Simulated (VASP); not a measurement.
Here is a VASP 6.6.1 calculation.

File POSCAR:

```
NaH
1.0
    3.9533072863      0.0000000000      0.0000000000
   -1.9766536431      3.4236645389      0.0000000000
    0.0000000000      0.0000000000      4.8283237758
Na H
2 2
Direct
    0.3333333333      0.6666666667      0.2500000000
    0.6666666667      0.3333333333      0.7500000000
    0.6666666667      0.3333333333      0.2500000000
    0.3333333333      0.6666666667      0.7500000000
```

INCAR.step1

```
SYSTEM = NaH
  PREC = Accurate
  ENCUT = 520
  EDIFF = 1E-5
  ISMEAR = -1
  SIGMA = 0.001
  LREAL = .FALSE.
  LASPH = .TRUE.
  NELM = 80
  ALGO = Normal
  ISIF = 2
  LWAVE = .TRUE.
  LCHARG = .FALSE.
  NBANDS = 16
  GGA = PE
```

File INCAR.step2:

```
SYSTEM = NaH
  PREC = Accurate
  ENCUT = 520
  EDIFF = 1E-7
  ISMEAR = -1
  SIGMA = 0.001
  LREAL = .FALSE.
  LASPH = .TRUE.
  NELM = 80
  ALGO = Normal
  ISIF = 2
  LWAVE = .FALSE.
  LCHARG = .FALSE.
  GGA = PE
  LHFCALC = .TRUE.
  HFSCREEN = 0.2079
  PRECFOCK = Normal
  NBANDS = 16
  ISTART = 1
```

The input KPOINTS:

```
regular mesh
0
G
  6 6 2
  0 0 0
```

Potentials or basis: VASP PAW PBE potentials, release 64 (Na_pv, H).

The run is started by

```sh
$ cat potpaw_PBE.64/Na_pv/POTCAR potpaw_PBE.64/H/POTCAR > POTCAR
$ cp INCAR.step1 INCAR
$ mpirun -np 1 vasp_std > vasp.out
$ cp INCAR.step2 INCAR
$ mpirun -np 1 vasp_std > vasp.out
```

Q: Predict the pressure.

A: 0.1 GPa.

Q: What does it give for the band gap on the k mesh?

A: 4.27 eV (least direct gap 5.25 eV).

Stress tensor (GPa, compression positive):
```
 0.16  0.00  0.00
 0.00  0.16  0.00
 0.00  0.00 -0.02
```

Caveat: the k points lie up to 0.65 Å⁻¹ apart; the PAW data sets were made with another functional, which shifts forces and pressure a little. A k mesh can miss the band edges.
